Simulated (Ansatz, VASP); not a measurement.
# One calculation of WSe2, two programs

```xyz
6
Lattice="3.2855 0.0000 0.0000 -1.6427 2.8453 0.0000 0.0000 0.0000 24.2386" Properties=species:S:1:pos:R:3 pbc="T T T"
Se    0.0000    1.8969    4.5000
Se    0.0000    1.8969    7.8693
Se    0.0000    3.7938   11.3793
Se    0.0000    3.7938   14.7486
W     1.6427    0.9484    6.1847
W    -1.6427    4.7422   13.0640
```

Alike in both runs: task single point; functional PBE; dispersion D3(BJ); k mesh 9 × 9 × 1; occupations gaussian, width 0.05 eV; no spin polarisation.

|  | VASP | Ansatz |
| --- | --- | --- |
| version | VASP 6.6.1 | Ansatz 0.2.0 |
| potentials or method | VASP PAW PBE potentials, release 64 (Se, W_sv), cutoff 520 eV | scalar-relativistic, plane waves, PAW |
| valence electrons in the cell | 52 | 92 |

Ansatz gave:

```
gap on the k mesh at the Fermi level (eV) : 1.53
least direct gap on the mesh (eV)         : 1.64
rms of the force components (eV/Å)        : 0.033
```

Which values does VASP return?

gap on the k mesh at the Fermi level (eV): 1.53; least direct gap on the mesh (eV): 1.64; rms of the force components (eV/Å): 0.049.

VASP's potentials hold 52 valence electrons a cell and Ansatz's 92, so a difference there can come from the potentials and not from the codes.

Neither program's run includes spin-orbit coupling.
